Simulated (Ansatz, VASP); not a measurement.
One calculation of Yb, two programs

```
CELL_PARAMETERS angstrom
3.48328 0.00000 0.00000
0.00000 3.48328 0.00000
0.00000 0.00000 3.48328
ATOMIC_POSITIONS crystal
Yb 0.00000 0.00000 0.00000
```

Alike in both runs: task single point; functional revPBE; k mesh 10 × 10 × 10; occupations fermi-dirac, width 0.1 eV; no spin polarisation.

|  | VASP | Ansatz |
| --- | --- | --- |
| version | VASP 6.6.1 | Ansatz 0.2.0 |
| potentials or method | VASP PAW PBE potentials, release 64 (Yb), cutoff 520 eV | plane waves (420 eV) with PAW, scalar-relativistic |
| valence electrons in the cell | 24 | 24 |

```csv
,VASP,Ansatz,Ansatz less VASP
pressure (GPa),-1.2,0.0,+1.18
```

VASP's potentials were made for PBE, not for revPBE.

Neither program's run includes spin-orbit coupling.
